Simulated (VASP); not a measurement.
Wanted: the native input for a VASP 6.6.1 run.

| Quantity | Value |
| --- | --- |
| Task | single point |
| Functional | PBE |
| Potentials or basis | VASP PAW PBE potentials, release 64 (Mn_pv, Si) |
| Cutoff | 520 eV |
| k mesh | 8 × 8 × 8 |
| Occupations | gaussian, width 0.05 eV |
| Spin | collinear spin, ferrimagnetic start |
| Starting moments | [3.5, 3.5, 3.5, -3.5, 0.0, 0.0, 0.0, 0.0] μB |
| Dipole correction | no |
| Further INCAR settings | ALGO = Normal; EDIFF = 1e-06; NBANDS = 48 |

The structure of MnSi lies in POSCAR:

```
MnSi
1.0
    4.5181925642      0.0000000000      0.0000000000
    0.0000000000      4.5181925642      0.0000000000
    0.0000000000      0.0000000000      4.5181925642
Mn Si
4 4
Direct
    0.1363674733      0.1363674733      0.1363674733
    0.3636325267      0.8636325267      0.6363674733
    0.6363674733      0.3636325267      0.8636325267
    0.8636325267      0.6363674733      0.3636325267
    0.8451638357      0.8451638357      0.8451638357
    0.6548361643      0.1548361643      0.3451638357
    0.3451638357      0.6548361643      0.1548361643
    0.1548361643      0.3451638357      0.6548361643
```

These files were run (other wordings do the same):

INCAR

```
SYSTEM = MnSi
PREC     = Accurate       ! precision mode
ENCUT    = 520            ! plane-wave cutoff, eV
EDIFF    = 1E-6           ! SCF threshold, eV
ISMEAR   = 0              ! smearing method
SIGMA    = 0.05           ! smearing width, eV
LREAL    = .False.        ! projectors in reciprocal space
LASPH    = .True.         ! aspherical terms in the spheres
NELM     = 150            ! most SCF steps
ALGO     = Normal         ! electronic algorithm
ISIF     = 2              ! what is computed and relaxed
LWAVE    = .False.        ! write WAVECAR
LCHARG   = .False.        ! write CHGCAR
ISPIN    = 2              ! spin polarisation
MAGMOM   = 3.5 3.5 3.5 -3.5 0 0 0 0 ! initial moments
LORBIT   = 11             ! projections on sites
LMAXMIX  = 4              ! l up to which the mixer works
GGA      = PE             ! functional
NBANDS   = 48             ! bands
KPAR     = 4
```

KPOINTS

```
Automatic mesh
0
Gamma
  8 8 8
  0 0 0
```

Potentials or basis: VASP PAW PBE potentials, release 64 (Mn_pv, Si).

Run with:

```bash
$ cat potpaw_PBE.64/Mn_pv/POTCAR potpaw_PBE.64/Si/POTCAR > POTCAR
$ mpirun -np 4 vasp_std > vasp.out
```

Results of the run:

The pressure is 0.0 GPa. The largest force is 0.014 eV/Å and the band gap on the k mesh is zero (filled and empty bands overlap). The net moment is 3.97 μB per cell and the site moments are Mn +1.05; Si -0.05 μB. The valence electrons inside the program's atomic spheres are Mn 12.01; Si 1.65.

It took 3.7 min on 4 MPI ranks on AMD EPYC 7R13 Processor (Zen 3), on a shared host, peak memory 0.59 GiB a rank.
